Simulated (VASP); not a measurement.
# BP (F-43m) in VASP: further runs

BP is run at these levels: PBE; tasks: single point, relaxation of cell and atoms.

Everything below comes from runs of VASP 6.6.1. Logs are shortened: lines on timing, memory, paths and dates and some standing lists are left out, and cuts for length are marked.

**1. The cell of the first run**

Symmetry: F-43m, No. 216, cubic system. Conventional cell: a = 4.548 Å, b = 4.548 Å, c = 4.548 Å, α = 90.00°, β = 90.00°, γ = 90.00°. B (site symmetry -43m) has 4 P at 1.97 Å within 2.6 Å. Within 2.6 Å of P (site symmetry -43m) lie 4 B at 1.97 Å.

**2. Single point, PBE**

The input, INCAR:

```
SYSTEM = BP
PREC     = Accurate       ! precision mode
ENCUT    = 500            ! plane-wave cutoff, eV
EDIFF    = 1E-6           ! SCF threshold, eV
ISMEAR   = 0              ! smearing method
SIGMA    = 0.01           ! smearing width, eV
LREAL    = .FALSE.        ! projectors in reciprocal space
LASPH    = .TRUE.         ! aspherical terms in the spheres
NELM     = 120            ! most SCF steps
ALGO     = Normal         ! electronic algorithm
ISIF     = 2              ! what is computed and relaxed
LWAVE    = .FALSE.        ! write WAVECAR
LCHARG   = .FALSE.        ! write CHGCAR
GGA      = PE             ! functional
NBANDS   = 11             ! bands
GGA_COMPAT= .FALSE.
```

The input, KPOINTS:

```
regular mesh
0
G
  8 8 8
  0 0 0
```

The input, POSCAR:

```
BP
1.0
    0.0000000000      2.2742117258      2.2742117258
    2.2742117258      0.0000000000      2.2742117258
    2.2742117258      2.2742117258      0.0000000000
B P
1 1
Direct
    0.0000000000      0.0000000000      0.0000000000
    0.2500000000      0.2500000000      0.2500000000
```

Potentials or basis: VASP PAW PBE potentials, release 64 (B, P).

Launch:

```sh
> cat potpaw_PBE.64/B/POTCAR potpaw_PBE.64/P/POTCAR > POTCAR
> mpirun -np 1 vasp_std > vasp.out
```

OUTCAR:

```text
SYSTEM = BP
   PREC = Accurate
   ENCUT = 500
   EDIFF = 1E-6
   ISMEAR = 0
   LREAL = .FALSE.
   LASPH = .TRUE.
   NELM = 120
   ISIF = 2
   GGA = PE

 ion  position               nearest neighbor table
   1  0.000  0.000  0.000-   2 1.97   2 1.97   2 1.97   2 1.97
   2  0.250  0.250  0.250-   1 1.97   1 1.97   1 1.97   1 1.97

  LATTYP: Found a face centered cubic cell.
 ALAT       =     4.5484234516

  Lattice vectors:

 A1 = (   0.0000000000,   2.2742117258,   2.2742117258)
 A2 = (   2.2742117258,   0.0000000000,   2.2742117258)
 A3 = (   2.2742117258,   2.2742117258,   0.0000000000)

Analysis of symmetry for initial positions (statically):
=====================================================================
 Subroutine PRICEL returns:
 Original cell was already a primitive cell.

 Routine SETGRP: Setting up the symmetry group for a
 face centered cubic supercell.

 Subroutine GETGRP returns: Found 24 space group operations
 (whereof 24 operations were pure point group operations)
 out of a pool of 48 trial point group operations.

The static configuration has the point symmetry T_d .

Analysis of symmetry for dynamics (positions and initial velocities):
=====================================================================
 Subroutine PRICEL returns:
 Original cell was already a primitive cell.

 Routine SETGRP: Setting up the symmetry group for a
 face centered cubic supercell.

 Subroutine GETGRP returns: Found 24 space group operations
 (whereof 24 operations were pure point group operations)
 out of a pool of 48 trial point group operations.

The dynamic configuration has the point symmetry T_d .

 Subroutine INISYM returns: Found 24 space group operations
 (whereof 24 operations are pure point group operations),
 and found     1 'primitive' translations

----------------------------------------------------------------------------------------

                                     Primitive cell

  volume of cell :      23.5246

  direct lattice vectors                    reciprocal lattice vectors
     0.000000000  2.274211726  2.274211726    -0.219856399  0.219856399  0.219856399
     2.274211726  0.000000000  2.274211726     0.219856399 -0.219856399  0.219856399
     2.274211726  2.274211726  0.000000000     0.219856399  0.219856399 -0.219856399

  length of vectors
     3.216221066  3.216221066  3.216221066     0.380802453  0.380802453  0.380802453

  position of ions in fractional coordinates (direct lattice)
     0.000000000  0.000000000  0.000000000
     0.250000000  0.250000000  0.250000000

  ion indices of the primitive-cell ions
[... 79 lines left out ...]
   IBRION =     -1    ionic relax: 0-MD 1-quasi-New 2-CG
   NFREE  =      0    steps in history (QN), initial steepest desc. (CG)
   ISIF   =      2    stress and relaxation
   ISYM   =      2    0-nonsym 1-usesym 2-fastsym
   POTIM  = 0.5000    time-step for ionic-motion
   TEBEG  =    0.0;   TEEND  =   0.0 temperature during run
   PSTRESS=    0.0 pullay stress
   NELECT =       8.0000    total number of electrons
   NUPDOWN=      -1.0000    fix difference up-down
   EMIN   =  10.00;   EMAX   =-10.00  energy-range for DOS
   EFERMI =   0.00;   METHOD = LEGACY
   ISMEAR =     0;   SIGMA  =   0.01  broadening in eV -4-tet -1-fermi 0-gaus
   EFERMI_NEDOS =   21; number of points for ismear=-14 and -15
   IALGO  =     38    algorithm
   IMIX   =      4    mixing-type and parameters
     AMIX     =   0.40;   BMIX     =  1.00
     AMIX_MAG =   1.60;   BMIX_MAG =  1.00
  volume/ion in A,a.u.               =      11.76        79.38
  Fermi-wavevector in a.u.,A,eV,Ry     =   1.142696  2.159382 17.765855  1.305754
  Thomas-Fermi vector in A             =   2.279393
   LORBIT       =      0    0 simple, 1 ext, 2 COOP (PROOUT), +10 PAW based schemes
   GGA     = PE    functional components
   LHFCALC =     F    Hartree Fock is set to
   AEXX    =    0.0000 exact exchange contribution
   IVDW    =     0    specifies the selected vdW correction
   LEPSILON=     F    determine dielectric tensor
   LRPA    =     F    only Hartree local field effects (RPA)
 non-spin polarized calculation
 Gauss-broadening in eV      SIGMA  =   0.01
  energy-cutoff  :      500.00
  volume of cell :       23.52
 maximum number of plane-waves:       610
   NGX = 11   NGY = 11   NGZ = 11

 number of electron       8.0000000 magnetization

 Free energy of the ion-electron system (eV)
  ---------------------------------------------------
  ext. energy  EPLUGINS =         0.00000000
  ---------------------------------------------------
  free energy    TOTEN  =       -12.92869667 eV

  energy without entropy =      -12.92869667  energy(sigma->0) =      -12.92869667

 E-fermi :   7.3975     XC(G=0): -10.8772

 val. band max:        7.3524372680   @ k =   0.0000   0.0000   0.0000
 cond. band min:       8.6300157013   @ k =   0.3750   0.3750   0.0000
 fundamental gap:      1.2775784332
 Fermi energy:         7.3975310484

 k-point     1 :       0.0000    0.0000    0.0000
  band No.  band energies     occupation
      1      -8.0469      2.00000
      2       7.3524      2.00000
      3       7.3524      2.00000
      4       7.3524      2.00000
      5      10.7428      0.00000
      6      10.7428      0.00000
      7      10.7428      0.00000
      8      14.6222      0.00000
      9      18.8189      0.00000
     10      19.4611      0.00000
     11      19.4611      0.00000
[... 309 lines left out ...]
 k-point    24 :      -0.3750    0.2500    0.1250
  band No.  band energies     occupation
      1      -4.0954      2.00000
      2      -1.0530      2.00000
      3       2.8472      2.00000
      4       4.2569      2.00000
      5      11.5436      0.00000
      6      12.5274      0.00000
      7      15.6173      0.00000
      8      17.0988      0.00000
      9      17.7768      0.00000
     10      21.7259      0.00000
     11      24.1503      0.00000

 [... further k-points ...]
[... 5 lines left out ...]
  --------------------------------------------------------------------------------------
  -------------------------------------------------------------------------------------
  Total       -0.0296836     -0.0296836     -0.0296836      0.0000000      0.0000000      0.0000000
  in kB       -2.0216436     -2.0216436     -2.0216436      0.0000000      0.0000000      0.0000000
  external PRESSURE =      -2.0216436 kB  Pullay stress =       0.0000000 kB

 VOLUME and BASIS-vectors are now :
 -----------------------------------------------------------------------------
  energy-cutoff  :      500.00
  volume of cell :       23.52
      direct lattice vectors                 reciprocal lattice vectors
     0.000000000  2.274211726  2.274211726    -0.219856399  0.219856399  0.219856399
     2.274211726  0.000000000  2.274211726     0.219856399 -0.219856399  0.219856399
     2.274211726  2.274211726  0.000000000     0.219856399  0.219856399 -0.219856399

 POSITION                                       TOTAL-FORCE (eV/Angst)
 -----------------------------------------------------------------------------------
      0.00000      0.00000      0.00000         0.000000      0.000000     -0.000000
      1.13711      1.13711      1.13711        -0.000000     -0.000000      0.000000
 -----------------------------------------------------------------------------------
    total drift:                                0.000000      0.000000      0.000000

  FREE ENERGIE OF THE ION-ELECTRON SYSTEM (eV)
  ---------------------------------------------------
  free  energy   TOTEN  =       -12.9286966735 eV

  energy  without entropy=      -12.9286966735  energy(sigma->0) =      -12.92869667
```

stdout:

```text
POSCAR found type information on POSCAR B P
 POSCAR found :  2 types and       2 ions
 scaLAPACK will be used
 LDA part: xc-table for (Slater+PW92), standard interpolation
 POSCAR, INCAR and KPOINTS ok, starting setup
 FFT: planning ... GRIDC
 FFT: planning ... GRID_SOFT
 FFT: planning ... GRID
 WAVECAR not read
 entering main loop
```

Wall time 4 s (1 thread of Intel Xeon 6975P-C (Granite Rapids), shared host); peak memory 0.13 GiB.

What came out:

| Quantity | Value |
| --- | --- |
| Free energy | -12.9287 eV |
| Pressure | -0.2 GPa |
| Band gap on the k mesh | 1.28 eV, indirect (least direct gap 3.39 eV) |

Levels at points of the mesh, in eV from the valence-band top:
| k point | band 1 | band 2 | band 3 | band 4 | band 5 | band 6 | band 7 | band 8 | band 9 |
| --- | --- | --- | --- | --- | --- | --- | --- | --- | --- |
| (0.00, 0.00, 0.00) | -15.40 | 0.00 | 0.00 | 0.00 | 3.39 | 3.39 | 3.39 | 7.27 | 11.47 |
| (0.50, 0.00, 0.00) | -12.10 | -8.98 | -1.75 | -1.75 | 3.74 | 4.71 | 4.71 | 10.10 | 14.58 |
| (0.50, 0.50, 0.00) | -10.58 | -8.55 | -4.09 | -4.09 | 1.35 | 1.67 | 12.06 | 12.06 | 15.15 |

A k mesh can miss the band edges. A hybrid or GW would open this gap; PBE tends to underestimate it.

**3. Single point, PBE**

The input, INCAR:

```
PREC = Accurate
ENCUT = 500
EDIFF = 1E-6
ISMEAR = 0
SIGMA = 0.01
LREAL = F
LASPH = T
NELM = 120
ALGO = Normal
ISIF = 2
LWAVE = F
LCHARG = T
GGA = PE
LELF = T
LVHAR = T
NBANDS = 11
GGA_COMPAT = F
```

The input, KPOINTS:

```
regular mesh
0
Gamma
  8 8 8
```

The input, POSCAR:

```
BP
1.0
    0.0000000000      2.2742117247      2.2742117247
    2.2742117247      0.0000000000      2.2742117247
    2.2742117247      2.2742117247      0.0000000000
B P
1 1
Direct
    0.0000000000      0.0000000000      0.0000000000
    0.2500000000      0.2500000000      0.2500000000
```

Potentials or basis: VASP PAW PBE potentials, release 64 (B, P).

Launch:

```sh
> cat potpaw_PBE.64/B/POTCAR potpaw_PBE.64/P/POTCAR > POTCAR
> mpirun -np 1 vasp_std > vasp.out
```

OUTCAR:

```text
PREC = Accurate
   ENCUT = 500
   EDIFF = 1E-6
   ISMEAR = 0
   LREAL = F
   LASPH = T
   NELM = 120
   ISIF = 2
   GGA = PE

 ion  position               nearest neighbor table
   1  0.000  0.000  0.000-   2 1.97   2 1.97   2 1.97   2 1.97
   2  0.250  0.250  0.250-   1 1.97   1 1.97   1 1.97   1 1.97

  LATTYP: Found a face centered cubic cell.
 ALAT       =     4.5484234494

  Lattice vectors:

 A1 = (   0.0000000000,   2.2742117247,   2.2742117247)
 A2 = (   2.2742117247,   0.0000000000,   2.2742117247)
 A3 = (   2.2742117247,   2.2742117247,   0.0000000000)

Analysis of symmetry for initial positions (statically):
=====================================================================
 Subroutine PRICEL returns:
 Original cell was already a primitive cell.

 Routine SETGRP: Setting up the symmetry group for a
 face centered cubic supercell.

 Subroutine GETGRP returns: Found 24 space group operations
 (whereof 24 operations were pure point group operations)
 out of a pool of 48 trial point group operations.

The static configuration has the point symmetry T_d .

Analysis of symmetry for dynamics (positions and initial velocities):
[... 173 lines left out ...]
      6      10.7428      0.00000
      7      10.7428      0.00000
      8      14.6222      0.00000
      9      18.8189      0.00000
     10      19.4611      0.00000
     11      19.4611      0.00000
[... 309 lines left out ...]
 k-point    24 :      -0.3750    0.2500    0.1250
  band No.  band energies     occupation
      1      -4.0954      2.00000
      2      -1.0530      2.00000
      3       2.8472      2.00000
      4       4.2569      2.00000
      5      11.5436      0.00000
      6      12.5274      0.00000
      7      15.6173      0.00000
      8      17.0988      0.00000
      9      17.7768      0.00000
     10      21.7259      0.00000
     11      24.1503      0.00000

 [... further k-points ...]

------------------------ aborting loop because EDIFF is reached ----------------------------------------

  FORCE on cell =-STRESS in cart. coord.  units (eV):
  Direction    XX          YY          ZZ          XY          YZ          ZX
  --------------------------------------------------------------------------------------
  -------------------------------------------------------------------------------------
  Total       -0.0296836     -0.0296836     -0.0296836      0.0000000     -0.0000000     -0.0000000
  in kB       -2.0216414     -2.0216414     -2.0216414      0.0000000     -0.0000000     -0.0000000
  external PRESSURE =      -2.0216414 kB  Pullay stress =       0.0000000 kB

 VOLUME and BASIS-vectors are now :
 -----------------------------------------------------------------------------
  energy-cutoff  :      500.00
  volume of cell :       23.52
      direct lattice vectors                 reciprocal lattice vectors
     0.000000000  2.274211725  2.274211725    -0.219856399  0.219856399  0.219856399
     2.274211725  0.000000000  2.274211725     0.219856399 -0.219856399  0.219856399
     2.274211725  2.274211725  0.000000000     0.219856399  0.219856399 -0.219856399

 POSITION                                       TOTAL-FORCE (eV/Angst)
 -----------------------------------------------------------------------------------
      0.00000      0.00000      0.00000         0.000000      0.000000     -0.000000
      1.13711      1.13711      1.13711        -0.000000     -0.000000      0.000000
 -----------------------------------------------------------------------------------
    total drift:                                0.000000      0.000000      0.000000

  FREE ENERGIE OF THE ION-ELECTRON SYSTEM (eV)
  ---------------------------------------------------
  free  energy   TOTEN  =       -12.9286966735 eV

  energy  without entropy=      -12.9286966735  energy(sigma->0) =      -12.92869667
```

OSZICAR:

```text
N       E                     dE             d eps       ncg     rms          rms(c)
DAV:   1     0.826442450861E+01    0.82644E+01   -0.38880E+03   638   0.633E+02
DAV:   2    -0.130030227462E+02   -0.21267E+02   -0.20472E+02   862   0.106E+02
DAV:   3    -0.136197981297E+02   -0.61678E+00   -0.61510E+00   816   0.152E+01
DAV:   4    -0.136223392481E+02   -0.25411E-02   -0.25408E-02   715   0.112E+00
DAV:   5    -0.136223518666E+02   -0.12619E-04   -0.12618E-04   789   0.816E-02    0.714E+00
DAV:   6    -0.130247800659E+02    0.59757E+00   -0.13720E+00   710   0.504E+00    0.385E+00
DAV:   7    -0.129359318212E+02    0.88848E-01   -0.22625E-01   791   0.237E+00    0.132E+00
DAV:   8    -0.129281651289E+02    0.77667E-02   -0.26446E-02   745   0.922E-01    0.192E-01
DAV:   9    -0.129284869409E+02   -0.32181E-03   -0.71145E-04   733   0.179E-01    0.122E-01
DAV:  10    -0.129286850091E+02   -0.19807E-03   -0.24924E-04   717   0.989E-02    0.281E-02
DAV:  11    -0.129286957866E+02   -0.10777E-04   -0.11686E-05   798   0.224E-02    0.331E-02
DAV:  12    -0.129286967988E+02   -0.10122E-05   -0.47560E-06   722   0.107E-02    0.140E-02
DAV:  13    -0.129286966735E+02    0.12531E-06   -0.12698E-07   382   0.233E-03
   1 F= -.12928697E+02 E0= -.12928697E+02  d E =-.487588E-13
```

stdout:

```text
POSCAR found type information on POSCAR B P
 POSCAR found :  2 types and       2 ions
 scaLAPACK will be used
 LDA part: xc-table for (Slater+PW92), standard interpolation
 POSCAR, INCAR and KPOINTS ok, starting setup
 FFT: planning ... GRIDC
 FFT: planning ... GRID_SOFT
 FFT: planning ... GRID
 WAVECAR not read
 entering main loop
```

Wall time 4.6 s (1 thread of Intel Xeon 6975P-C (Granite Rapids), shared host); peak memory 0.13 GiB.

What came out:

- Free energy: -12.9287 eV
- Pressure: -0.2 GPa
- Band gap on the k mesh: 1.28 eV, indirect (least direct gap 3.39 eV)

A k mesh can miss the band edges. As with any semilocal functional, this PBE gap is likely too small.

**4. Relaxation of cell and atoms, PBE**

This run uses another cell than the first one, of 11.68 Å³/atom, 0.993 times its volume.

The input, INCAR:

```
ALGO = Normal
EDIFF = 1E-7
EDIFFG = -0.01
ENCUT = 500
GGA = PE
GGA_COMPAT = False
IBRION = 2
ISIF = 3
ISMEAR = 0
LASPH = True
LCHARG = False
LREAL = False
LWAVE = False
NELM = 120
NELMIN = 4
NSW = 50
PREC = Accurate
SIGMA = 0.01
```

The input, KPOINTS:

```
k-points
0
Gamma
  8 8 8
```

The input, POSCAR:

```
BP
1.0
    0.0000000000      2.2690000000      2.2690000000
    2.2690000000      0.0000000000      2.2690000000
    2.2690000000      2.2690000000      0.0000000000
B P
1 1
Direct
    0.0000000000      0.0000000000      0.0000000000
    0.2500000000      0.2500000000      0.2500000000
```

Launch:

```sh
> cat potpaw_PBE.64/B/POTCAR potpaw_PBE.64/P/POTCAR > POTCAR
> mpirun -np 1 vasp_std > vasp.out
```

Wall time 9.3 s (1 thread of Intel Xeon 6975P-C (Granite Rapids), shared host); peak memory 0.12 GiB.

The run converged. Its results:

| Quantity | Value |
| --- | --- |
| Free energy | -12.9287 eV |
| Relaxed volume | 11.75 Å³/atom |
| Relaxed cell | a = 3.215 Å, b = 3.215 Å, c = 3.215 Å, α = 60.00°, β = 60.00°, γ = 60.00° |
| Space group after relaxing (to 0.05 Å) | F-43m (No. 216) |
| Energy gained by relaxing | 0.2 meV/atom |
| Ionic steps | 3 |
| Pressure after relaxing | 0.0 GPa |
| Band gap on the k mesh | 1.28 eV, indirect (least direct gap 3.39 eV) |

Step by step:
```
step  energy change (eV)  largest force (eV/Å)  pressure (GPa)  volume (Å³)
   1              0.0000                0.0000            0.92        23.36
   2             -0.0002                0.0000           -0.65        23.59
   3             -0.0004                0.0000            0.01        23.49
```

Final structure:
```
B P
1.0
     0.00000    2.27324    2.27324
     2.27324    0.00000    2.27324
     2.27324    2.27324    0.00000
B P
1 1
Direct
  0.00000 0.00000 0.00000
  0.25000 0.25000 0.25000
```

Levels at points of the mesh, in eV from the valence-band top:
| k point | band 1 | band 2 | band 3 | band 4 | band 5 | band 6 | band 7 | band 8 |
| --- | --- | --- | --- | --- | --- | --- | --- | --- |
| (0.00, 0.00, 0.00) | -15.41 | 0.00 | 0.00 | 0.00 | 3.39 | 3.39 | 3.39 | 7.29 |
| (0.50, 0.00, 0.00) | -12.11 | -8.99 | -1.75 | -1.75 | 3.75 | 4.71 | 4.71 | 10.11 |
| (0.50, 0.50, 0.00) | -10.59 | -8.55 | -4.09 | -4.09 | 1.34 | 1.66 | 12.07 | 12.07 |
